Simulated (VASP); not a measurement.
# Ca3Si2 (R-3c) in VASP: a series of runs

The runs below take Ca3Si2 through single point, with PBE.

All numbers are computed with VASP 6.6.1; they aren't measurements. Logs are shortened: lines on timing, memory, paths and dates and some standing lists are left out, and cuts for length are marked.

## (1) The cell of the first run

The structure is trigonal, space group R-3c (No. 167). Conventional cell: a = 6.662 Å, b = 6.662 Å, c = 18.187 Å, α = 90.00°, β = 90.00°, γ = 120.00°. Ca (site symmetry 2) has 4 Si at 2.60 to 2.76 Å within 3.4 Å. Within 3.4 Å of Si (site symmetry 3) lie 6 Ca at 2.60 to 2.76 Å.

## (2) Single point, PBE

INCAR

```
SYSTEM = Ca3Si2
  PREC = Accurate
  ENCUT = 520
  EDIFF = 1E-6
  ISMEAR = 0
  SIGMA = 0.1
  LREAL = .FALSE.
  LASPH = .TRUE.
  NELM = 100
  ALGO = Fast
  ISIF = 2
  LWAVE = .FALSE.
  LCHARG = .TRUE.
  GGA = PE
  LELF = .TRUE.
  LVHAR = .TRUE.
  NBANDS = 49
```

KPOINTS

```
regular mesh
0
G
  3 3 3
  0 0 0
```

POSCAR

```
Ca3Si2
1.0
    3.3307542644      1.9230118711      6.0624729425
   -3.3307542644      1.9230118711      6.0624729425
    0.0000000000     -3.8460237423      6.0624729425
Ca Si
6 4
Direct
    0.0562500000      0.4437500000      0.7500000000
    0.7500000000      0.0562500000      0.4437500000
    0.4437500000      0.7500000000      0.0562500000
    0.9437500000      0.5562500000      0.2500000000
    0.2500000000      0.9437500000      0.5562500000
    0.5562500000      0.2500000000      0.9437500000
    0.8521800000      0.8521800000      0.8521800000
    0.6478200000      0.6478200000      0.6478200000
    0.1478200000      0.1478200000      0.1478200000
    0.3521800000      0.3521800000      0.3521800000
```

Potentials or basis: VASP PAW PBE potentials, release 64 (Ca_sv, Si).

Launch:

```
> cat potpaw_PBE.64/Ca_sv/POTCAR potpaw_PBE.64/Si/POTCAR > POTCAR
> mpirun -np 1 vasp_std > vasp.out
```

OUTCAR:

```text
SYSTEM = Ca3Si2
   PREC = Accurate
   ENCUT = 520
   EDIFF = 1E-6
   ISMEAR = 0
   LREAL = .FALSE.
   LASPH = .TRUE.
   NELM = 100
   ISIF = 2
   GGA = PE

 ion  position               nearest neighbor table
   1  0.056  0.444  0.750-   9 2.60  10 2.60   7 2.76   8 2.76
   2  0.750  0.056  0.444-   9 2.60  10 2.60   8 2.76   7 2.76
   3  0.444  0.750  0.056-  10 2.60   9 2.60   7 2.76   8 2.76
   4  0.944  0.556  0.250-   7 2.60   8 2.60   9 2.76  10 2.76
   5  0.250  0.944  0.556-   7 2.60   8 2.60  10 2.76   9 2.76
   6  0.556  0.250  0.944-   8 2.60   7 2.60   9 2.76  10 2.76
   7  0.852  0.852  0.852-   5 2.60   4 2.60   6 2.60   3 2.76   2 2.76   1 2.76
   8  0.648  0.648  0.648-   6 2.60   4 2.60   5 2.60   2 2.76   3 2.76   1 2.76
   9  0.148  0.148  0.148-   2 2.60   1 2.60   3 2.60   6 2.76   5 2.76   4 2.76
  10  0.352  0.352  0.352-   3 2.60   1 2.60   2 2.60   5 2.76   6 2.76   4 2.76

  LATTYP: Found a trigonal (rhomboedric) cell.
 ALAT       =     7.1795178672
 COS(alpha) =     0.5695481095

  Lattice vectors:

 A1 = (   3.3307542644,   1.9230118711,   6.0624729425)
 A2 = (  -3.3307542644,   1.9230118711,   6.0624729425)
 A3 = (   0.0000000000,  -3.8460237423,   6.0624729425)

Analysis of symmetry for initial positions (statically):
=====================================================================
 Subroutine PRICEL returns:
 Original cell was already a primitive cell.

 Routine SETGRP: Setting up the symmetry group for a
 trigonal (rhombohedral) supercell.

 Subroutine GETGRP returns: Found 12 space group operations
 (whereof  6 operations were pure point group operations)
 out of a pool of 12 trial point group operations.

The static configuration has the point symmetry S_6 .
 The point group associated with its full space group is D_3d.

Analysis of symmetry for dynamics (positions and initial velocities):
=====================================================================
 Subroutine PRICEL returns:
 Original cell was already a primitive cell.

 Routine SETGRP: Setting up the symmetry group for a
 trigonal (rhombohedral) supercell.

 Subroutine GETGRP returns: Found 12 space group operations
 (whereof  6 operations were pure point group operations)
 out of a pool of 12 trial point group operations.

The dynamic configuration has the point symmetry S_6 .
 The point group associated with its full space group is D_3d.

 Subroutine INISYM returns: Found 12 space group operations
 (whereof  6 operations are pure point group operations),
 and found     1 'primitive' translations

----------------------------------------------------------------------------------------

                                     Primitive cell

  volume of cell :     232.9837

  direct lattice vectors                    reciprocal lattice vectors
     3.330754264  1.923011871  6.062472943     0.150116148  0.086669598  0.054983063
    -3.330754264  1.923011871  6.062472943    -0.150116148  0.086669598  0.054983063
     0.000000000 -3.846023742  6.062472943     0.000000000 -0.173339197  0.054983063

  length of vectors
     7.179517867  7.179517867  7.179517867     0.181850528  0.181850528  0.181850528

  position of ions in fractional coordinates (direct lattice)
     0.056250000  0.443750000  0.750000000
     0.750000000  0.056250000  0.443750000
     0.443750000  0.750000000  0.056250000
     0.943750000  0.556250000  0.250000000
     0.250000000  0.943750000  0.556250000
     0.556250000  0.250000000  0.943750000
     0.852180000  0.852180000  0.852180000
     0.647820000  0.647820000  0.647820000
     0.147820000  0.147820000  0.147820000
     0.352180000  0.352180000  0.352180000

  ion indices of the primitive-cell ions
   primitive index   ion index
                 1           1
                 2           2
                 3           3
                 4           4
                 5           5
                 6           6
                 7           7
                 8           8
                 9           9
                10          10

----------------------------------------------------------------------------------------

 KPOINTS: regular mesh

Automatic generation of k-mesh.
 Grid dimensions read from file:
 generate k-points for:    3    3    3

 Generating k-lattice:

  Cartesian coordinates                     Fractional coordinates (reciprocal lattice)
     0.050038716  0.028889866  0.018327688     0.333333333 -0.000000000  0.000000000
    -0.050038716  0.028889866  0.018327688    -0.000000000  0.333333333  0.000000000
     0.000000000 -0.057779732  0.018327688     0.000000000  0.000000000  0.333333333

  Length of vectors
     0.060616843  0.060616843  0.060616843

  Shift w.r.t. Gamma in fractional coordinates (k-lattice)
     0.000000000  0.000000000  0.000000000

 Subroutine IBZKPT returns following result:
 ===========================================

 Found      6 irreducible k-points:

 Following reciprocal coordinates:
            Coordinates               Weight
  0.000000  0.000000  0.000000      1.000000
  0.333333  0.000000  0.000000      6.000000
  0.333333  0.333333  0.000000      6.000000
 -0.333333  0.333333  0.000000      6.000000
  0.333333  0.333333  0.333333      2.000000
 -0.333333  0.333333  0.333333      6.000000
   k-points           NKPTS =      6   k-points in BZ     NKDIM =      6   number of bands    NBANDS=     49
   number of dos      NEDOS =    301   number of ions     NIONS =     10
   total plane-waves  NPLWV = 157464
   dimension x,y,z NGX =    54 NGY =   54 NGZ =   54
   dimension x,y,z NGXF=   108 NGYF=  108 NGZF=  108
   ions per type =               6   4
   NGX,Y,Z   is equivalent  to a cutoff of  12.50, 12.50, 12.50 a.u.
   NGXF,Y,Z  is equivalent  to a cutoff of  25.01, 25.01, 25.01 a.u.
 SYSTEM =  Ca3Si2
   PREC   = accura    normal or accurate (medium, high low for compatibility)
   ISTART =      0    job   : 0-new  1-cont  2-samecut
   ICHARG =      2    charge: 1-file 2-atom 10-const
   ISPIN  =      1    spin polarized calculation?
   LNONCOLLINEAR =      F non collinear calculations
   LSORBIT =      F    spin-orbit coupling
   LASPH  =      T    aspherical Exc in radial PAW
   ENCUT  =  520.0 eV  38.22 Ry    6.18 a.u.  13.35 13.35 13.35*2*pi/ulx,y,z
   NELM   =    100;   NELMIN=  2; NELMDL= -5     # of ELM steps
   EDIFF  = 0.1E-05   stopping-criterion for ELM
   LREAL  =      F    real-space projection
   EDIFFG = 0.1E-04   stopping-criterion for IOM
   NSW    =      0    number of steps for IOM
   IBRION =     -1    ionic relax: 0-MD 1-quasi-New 2-CG
   NFREE  =      0    steps in history (QN), initial steepest desc. (CG)
   ISIF   =      2    stress and relaxation
   ISYM   =      2    0-nonsym 1-usesym 2-fastsym
   POTIM  = 0.5000    time-step for ionic-motion
   TEBEG  =    0.0;   TEEND  =   0.0 temperature during run
   PSTRESS=    0.0 pullay stress
   NELECT =      76.0000    total number of electrons
   NUPDOWN=      -1.0000    fix difference up-down
   EMIN   =  10.00;   EMAX   =-10.00  energy-range for DOS
   EFERMI =   0.00;   METHOD = LEGACY
   ISMEAR =     0;   SIGMA  =   0.10  broadening in eV -4-tet -1-fermi 0-gaus
   EFERMI_NEDOS =   21; number of points for ismear=-14 and -15
   IALGO  =     68    algorithm
   IMIX   =      4    mixing-type and parameters
     AMIX     =   0.40;   BMIX     =  1.00
     AMIX_MAG =   1.60;   BMIX_MAG =  1.00
  volume/ion in A,a.u.               =      23.30       157.23
  Fermi-wavevector in a.u.,A,eV,Ry     =   1.126949  2.129624 17.279582  1.270013
  Thomas-Fermi vector in A             =   2.263633
   LORBIT       =      0    0 simple, 1 ext, 2 COOP (PROOUT), +10 PAW based schemes
   GGA     = PE    functional components
   LHFCALC =     F    Hartree Fock is set to
   AEXX    =    0.0000 exact exchange contribution
   IVDW    =     0    specifies the selected vdW correction
   LEPSILON=     F    determine dielectric tensor
   LRPA    =     F    only Hartree local field effects (RPA)
 non-spin polarized calculation
 RMM-DIIS sequential band-by-band and
 Gauss-broadening in eV      SIGMA  =   0.10
  energy-cutoff  :      520.00
  volume of cell :      232.98
 maximum number of plane-waves:      6286
 NGX is ok and might be reduce to    54
   NGX = 27   NGY = 27   NGZ = 27

 number of electron      75.9999989 magnetization

 Free energy of the ion-electron system (eV)
  ---------------------------------------------------
  ext. energy  EPLUGINS =         0.00000000
  ---------------------------------------------------
  free energy    TOTEN  =       -29.74533028 eV

  energy without entropy =      -29.71265462  energy(sigma->0) =      -29.72899245

 E-fermi :   3.9032     XC(G=0):  -9.3511

 val. band max:        3.8654000000   @ k =   0.3333   0.3333   0.3333
 cond. band min:       3.9041121708   @ k =   0.3333   0.0000   0.0000
 fundamental gap:      0.0387121708
 Fermi energy:         3.9031594940

 k-point     1 :       0.0000    0.0000    0.0000
  band No.  band energies     occupation
      1     -35.7262      2.00000
      2     -35.6957      2.00000
      3     -35.6917      2.00000
      4     -35.6917      2.00000
      5     -35.6859      2.00000
      6     -35.6859      2.00000
[... 41 lines left out ...]
     48       7.0879      0.00000
     49       7.0891      0.00000

 k-point     2 :       0.3333    0.0000    0.0000
  band No.  band energies     occupation
      1     -35.7179      2.00000
      2     -35.7022      2.00000
      3     -35.6914      2.00000
      4     -35.6903      2.00000
      5     -35.6884      2.00000
      6     -35.6869      2.00000
[... 41 lines left out ...]
     48       7.4495      0.00000
     49       7.5047      0.00000

 k-point     3 :       0.3333    0.3333    0.0000
  band No.  band energies     occupation
      1     -35.7161      2.00000
      2     -35.6990      2.00000
      3     -35.6949      2.00000
      4     -35.6925      2.00000
      5     -35.6898      2.00000
      6     -35.6848      2.00000
[... 41 lines left out ...]
     48       7.2315      0.00000
     49       7.9389      0.00000

 k-point     4 :      -0.3333    0.3333    0.0000
  band No.  band energies     occupation
      1     -35.7080      2.00000
      2     -35.7067      2.00000
      3     -35.6959      2.00000
      4     -35.6920      2.00000
      5     -35.6886      2.00000
      6     -35.6860      2.00000
[... 41 lines left out ...]
     48       7.2036      0.00000
     49       8.1710      0.00000

 k-point     5 :       0.3333    0.3333    0.3333
  band No.  band energies     occupation
      1     -35.7186      2.00000
      2     -35.7033      2.00000
      3     -35.6903      2.00000
      4     -35.6903      2.00000
      5     -35.6873      2.00000
      6     -35.6873      2.00000
[... 41 lines left out ...]
     48       7.4988      0.00000
     49       7.4998      0.00000

 k-point     6 :      -0.3333    0.3333    0.3333
  band No.  band energies     occupation
      1     -35.7084      2.00000
      2     -35.7069      2.00000
      3     -35.6957      2.00000
      4     -35.6933      2.00000
      5     -35.6868      2.00000
      6     -35.6861      2.00000
[... 41 lines left out ...]
     48       7.5086      0.00000
     49       7.8282      0.00000

------------------------ aborting loop because EDIFF is reached ----------------------------------------

  FORCE on cell =-STRESS in cart. coord.  units (eV):
  Direction    XX          YY          ZZ          XY          YZ          ZX
  --------------------------------------------------------------------------------------
  -------------------------------------------------------------------------------------
  Total       30.2923209     30.2923209     29.1756276      0.0000000     -0.0000000      0.0000000
  in kB      208.3135448    208.3135448    200.6342941      0.0000000     -0.0000000      0.0000000
  external PRESSURE =     205.7537946 kB  Pullay stress =       0.0000000 kB

 VOLUME and BASIS-vectors are now :
 -----------------------------------------------------------------------------
  energy-cutoff  :      520.00
  volume of cell :      232.98
      direct lattice vectors                 reciprocal lattice vectors
     3.330754264  1.923011871  6.062472943     0.150116148  0.086669598  0.054983063
    -3.330754264  1.923011871  6.062472943    -0.150116148  0.086669598  0.054983063
     0.000000000 -3.846023742  6.062472943     0.000000000 -0.173339197  0.054983063

 POSITION                                       TOTAL-FORCE (eV/Angst)
 -----------------------------------------------------------------------------------
     -1.29067     -1.92301      7.57809        -0.166857      0.000000      0.000000
      2.31071     -0.15624      7.57809         0.083429     -0.144502      0.000000
     -1.02004      2.07926      7.57809         0.083429      0.144502      0.000000
      1.29067      1.92301     10.60933         0.166857      0.000000     -0.000000
     -2.31071      0.15624     10.60933        -0.083429      0.144502      0.000000
      1.02004     -2.07926     10.60933        -0.083429     -0.144502      0.000000
      0.00000     -0.00000     15.49895         0.000000      0.000000     -0.520244
      0.00000     -0.00000     11.78217         0.000000     -0.000000      0.520244
      0.00000     -0.00000      2.68846         0.000000     -0.000000      0.520244
      0.00000     -0.00000      6.40525         0.000000      0.000000     -0.520244
 -----------------------------------------------------------------------------------
    total drift:                                0.000000     -0.000000      0.000000

  FREE ENERGIE OF THE ION-ELECTRON SYSTEM (eV)
  ---------------------------------------------------
  free  energy   TOTEN  =       -29.7453302813 eV

  energy  without entropy=      -29.7126546220  energy(sigma->0) =      -29.72899245
```

It took 1.7 min on 1 thread of AMD EPYC 9R45 (Zen 5), shared host; peak memory 0.37 GiB.

What came out:

| Property | Result |
| --- | --- |
| Free energy | -29.7453 eV |
| Pressure | 20.6 GPa |
| Largest force | 0.520 eV/Å |
| Band gap on the k mesh | zero (band 38 reaches 4.06 eV, above the bottom of band 39 at 3.69 eV) |

Forces on the atoms (eV/Å):
```
Ca  -0.167  0.000  0.000
Ca   0.083 -0.145  0.000
Ca   0.083  0.145  0.000
Ca   0.167  0.000  0.000
Ca  -0.083  0.145  0.000
Ca  -0.083 -0.145  0.000
Si   0.000  0.000 -0.520
Si   0.000  0.000  0.520
Si   0.000  0.000  0.520
Si   0.000  0.000 -0.520
```

Stress tensor (GPa, compression positive):
```
20.83  0.00  0.00
 0.00 20.83  0.00
 0.00  0.00 20.06
```

Levels at points of the mesh, in eV from the Fermi level:
| k point | band 34 | band 35 | band 36 | band 37 | band 38 | band 39 | band 40 | band 41 | band 42 | band 43 |
| --- | --- | --- | --- | --- | --- | --- | --- | --- | --- | --- |
| (0.00, 0.00, 0.00) | -0.85 | -0.83 | -0.83 | -0.50 | -0.11 | -0.11 | 0.44 | 1.70 | 2.32 | 2.32 |

Caveat: the k points lie up to 0.38 Å⁻¹ apart.

(Continued in part 2 of 2.)
